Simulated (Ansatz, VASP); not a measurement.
Ca: VASP beside Ansatz

File INCAR:

```
PREC     = Accurate       # precision mode
ENCUT    = 520            # plane-wave cutoff, eV
EDIFF    = 1E-6           # SCF threshold, eV
ISMEAR   = 0              # smearing method
SIGMA    = 0.15           # smearing width, eV
LREAL    = False          # projectors in reciprocal space
LASPH    = True           # aspherical terms in the spheres
NELM     = 60             # most SCF steps
ALGO     = Fast           # electronic algorithm
ISIF     = 2              # what is computed and relaxed
LWAVE    = False          # write WAVECAR
LCHARG   = False          # write CHGCAR
GGA      = PS             # functional
NBANDS   = 17             # bands
```

Contents of KPOINTS:

```
regular mesh
0
Gamma
  12 12 8
```

File POSCAR:

```
Ca
1.0
    3.8207995398      0.0000000000      0.0000000000
   -1.9103997699      3.3089094642      0.0000000000
    0.0000000000      0.0000000000      6.7808000000
Ca
2
Direct
    0.3333333333      0.6666666667      0.2500000000
    0.6666666667      0.3333333333      0.7500000000
```

Input for Ansatz:

```yaml
crystal:
  lattice:
    - [3.8207995398, 0.0, 0.0]
    - [-1.9103997699, 3.3089094642, 0.0]
    - [0.0, 0.0, 6.7808]
  atoms:
    - { symbol: Ca, position: [0.3333333333, 0.6666666667, 0.25] }
    - { symbol: Ca, position: [0.6666666667, 0.3333333333, 0.75] }
basis:
  ecutwfc: 420
kpoints:
  mp_grid: { grid: [12, 12, 8] }
hamiltonian:
  xc: pbesol
scf:
  occupations: { method: gaussian, width: 0.15 }
output:
  forces: true
  stress: true
  eigenvalues: true
```

Change from the starting cell: strain -0.040 along x and y, +0.040 along z, atoms carried along.

Alike in both runs: task single point; functional PBEsol; k mesh 12 × 12 × 8; occupations gaussian, width 0.15 eV; no spin polarisation.

|  | VASP | Ansatz |
| --- | --- | --- |
| version | VASP 6.6.1 | Ansatz 0.2.0 |
| potentials or method | VASP PAW PBE potentials, release 64 (Ca_sv), cutoff 520 eV | scalar-relativistic, plane waves, PAW |
| valence electrons in the cell | 20 | 20 |

```tsv
	VASP	Ansatz	Ansatz less VASP
gap on the k mesh at the Fermi level (eV)	none	none	-
pressure (GPa)	-0.8	-0.8	0.00
traceless stress, the component that is largest in VASP (GPa)	-1.64	-1.64	+0.001
```

VASP's potentials were made for PBE, not for PBEsol. A gap of «none» marks a metal or a gap that the smearing closes.
